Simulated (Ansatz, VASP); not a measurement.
FeO: VASP beside Ansatz

```
CELL_PARAMETERS angstrom
1.51768 0.87623 2.51579
-1.51768 0.87623 2.51579
0.00000 -1.75247 2.51579
ATOMIC_POSITIONS crystal
Fe 0.00000 0.00000 0.00000
O 0.50000 0.50000 0.50000
```

Alike in both runs: task single point; functional PBEsol; k mesh 18 × 18 × 18; occupations gaussian, width 0.1 eV; collinear spin.

|  | VASP | Ansatz |
| --- | --- | --- |
| version | VASP 6.6.1 | Ansatz 0.2.0 |
| potentials or method | VASP PAW PBE potentials, release 64 (Fe, O), cutoff 520 eV | scalar-relativistic, plane waves, PAW |
| valence electrons in the cell | 14 | 22 |

VASP gave:

| Item | Value |
| --- | --- |
| gap on the k mesh at the Fermi level (eV) | none |
| pressure (GPa) | -8.8 |
| traceless stress, the component that is largest in VASP (GPa) | -0.74 |
| net moment per atom (μB) | 2.00 |
| size of the moment on the site where the two differ most (μB) | 3.61 |

Which values does Ansatz return?

gap on the k mesh at the Fermi level (eV): none; pressure (GPa): -9.0; traceless stress, the component that is largest in VASP (GPa): -0.71; net moment per atom (μB): 2.00; size of the moment on the site where the two differ most (μB): 3.44.

VASP's potentials were made for PBE, not for PBEsol. Site moments also hang on the region over which each program counts them. A gap of «none» marks a metal or a gap that the smearing closes. VASP's potentials hold 14 valence electrons a cell and Ansatz's 22, so a difference there can come from the potentials and not from the codes.
